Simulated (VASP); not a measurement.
**W: single point with revPBE**

The system is W.

```xyz
2
Lattice="0.0000 2.9275 2.9275 2.9275 0.0000 2.9275 2.9275 2.9275 0.0000" Properties=species:S:1:pos:R:3 pbc="T T T"
W     5.8549    5.8549    5.8549
W     1.4637    1.4637    1.4637
```

This isn't the form of W at room conditions, which is bcc.

```json
{
 "Program": "VASP 6.6.1",
 "Task": "single point",
 "Functional": "revPBE",
 "Potentials or basis": "VASP PAW PBE potentials, release 64 (W_sv)",
 "Cutoff": "500 eV",
 "k mesh": "7 × 7 × 7",
 "Occupations": "fermi-dirac, width 0.05 eV",
 "Spin": "no spin polarisation",
 "Dipole correction": "no",
 "Further INCAR settings": "ALGO = Normal; EDIFF = 1e-06; NBANDS = 21"
}
```

```yaml
Pressure: 0.4 GPa
Band_gap_on_the_k_mesh: zero (bands 14 and 15 overlap by 0.85 eV)
```

Levels at points of the mesh, in eV from the Fermi level:
| k point | band 11 | band 12 | band 13 | band 14 | band 15 | band 16 | band 17 | band 18 |
| --- | --- | --- | --- | --- | --- | --- | --- | --- |
| (0.00, 0.00, 0.00) | -1.81 | -1.08 | -1.08 | -1.08 | 1.52 | 1.52 | 1.52 | 5.18 |

It took 9.3 s on 1 thread of AMD EPYC 9R45 96-Core Processor (Zen 5), on a shared host, peak memory 0.14 GiB.

Caveat: the PAW data sets were made with another functional, which shifts forces and pressure a little; spin-orbit coupling is left out, which moves the levels of the heavy elements.
